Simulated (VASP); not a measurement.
Au, 1 atom in the cell. It takes space group Fm-3m (No. 225, cubic). Conventional cell: a = 4.150 Å, b = 4.150 Å, c = 4.150 Å, α = 90.00°, β = 90.00°, γ = 90.00°. Within 3.9 Å of Au (site symmetry m-3m) lie 12 Au at 2.93 Å. 

| Quantity | Value |
| --- | --- |
| Program | VASP 6.6.1 |
| Task | single point |
| Functional | r2SCAN |
| Dispersion | rVV10 |
| Potentials or basis | VASP PAW PBE potentials, release 64 (Au) |
| Cutoff | 520 eV |
| k mesh | 11 × 11 × 11 |
| Occupations | fermi-dirac, width 0.05 eV |
| Spin | no spin polarisation |
| Dipole correction | no |
| Further INCAR settings | ALGO = Normal; EDIFF = 1e-06; NBANDS = 12 |

Potentials or basis: VASP PAW PBE potentials, release 64 (Au).

The run is started by

```sh
$ cat potpaw_PBE.64/Au/POTCAR > POTCAR
$ cp INCAR.step1 INCAR
$ mpirun -np 1 vasp_std > vasp.out
$ cp INCAR.step2 INCAR
$ mpirun -np 1 vasp_std > vasp.out
```

Hardware: 1 thread of Intel(R) Xeon(R) Platinum 8488C (Sapphire Rapids), with other jobs on the host.

Problem. How long does it take, and how much memory?

Solution. Run time: 42 s on 1 thread of Intel(R) Xeon(R) Platinum 8488C (Sapphire Rapids), on a shared host, peak memory 0.2 GiB. Counts: k points 56.
